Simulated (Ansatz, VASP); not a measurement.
## Cu: VASP beside Ansatz

```
Cu
1.0
     0.00000    1.80750    1.80750
     1.80750    0.00000    1.80750
     1.80750    1.80750    0.00000
Cu
1
Direct
  0.00000 0.00000 0.00000
```

Alike in both runs: task single point; functional r2SCAN0; k mesh 7 × 7 × 7; occupations fermi-dirac, width 0.05 eV; no spin polarisation.

|  | VASP | Ansatz |
| --- | --- | --- |
| version | VASP 6.6.1 | Ansatz 0.2.0 |
| potentials or method | VASP PAW PBE potentials, release 64 (Cu) | Ansatz PAW |
| plane-wave cutoff (eV) | 520 | 500 |
| valence electrons in the cell | 11 | 19 |

|  | VASP | Ansatz | Ansatz less VASP |
| --- | --- | --- | --- |
| gap on the k mesh at the Fermi level (eV) | none | none | - |
| pressure (GPa) | -2.0 | -2.5 | -0.45 |

VASP's potentials were made for PBE, not for r2SCAN0. A gap of «none» marks a metal or a gap that the smearing closes. With one functional, cell and mesh, what is left measures potentials, basis and numerics. VASP's potentials hold 11 valence electrons a cell and Ansatz's 19, so a difference there can come from the potentials and not from the codes.

The k mesh is coarse, so the values compare programs but aren't converged.
